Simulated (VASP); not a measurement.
A run of VASP 6.6.1 is set up as follows.

File INCAR:

```
SYSTEM = Mg
  PREC = Accurate
  ENCUT = 520
  EDIFF = 1E-7
  ISMEAR = -1
  SIGMA = 0.01
  LREAL = .False.
  LASPH = .True.
  NELM = 60
  ALGO = Normal
  ISIF = 2
  LWAVE = .False.
  LCHARG = .True.
  GGA = PS
  IVDW = 13
  LELF = .True.
  LVHAR = .True.
  NBANDS = 7
```

KPOINTS

```
Automatic mesh
0
Gamma
  11 11 11
  0 0 0
```

The input POSCAR:

```
Mg
1.0
    0.0000000000      2.2442560000      2.2442560000
    2.2442560000      0.0000000000      2.2442560000
    2.2442560000      2.2442560000      0.0000000000
Mg
1
Direct
    0.0000000000      0.0000000000      0.0000000000
```

Potentials or basis: VASP PAW PBE potentials, release 64 (Mg).

Run with:

```console
$ cat potpaw_PBE.64/Mg/POTCAR > POTCAR
$ mpirun -np 1 vasp_std > vasp.out
```

(1) What does it give for the dispersion energy per atom?

(2) Predict the pressure.

(3) Estimate the band gap on the k mesh.

Results:

(1) -0.044 eV.

(2) -0.1 GPa.

(3) zero (band 1 reaches 3.61 eV, above the bottom of band 2 at 1.71 eV).

Caveat: the PAW data sets were made with another functional, which shifts forces and pressure a little; pairwise dispersion overbinds metals, which lowers pressure and volume.
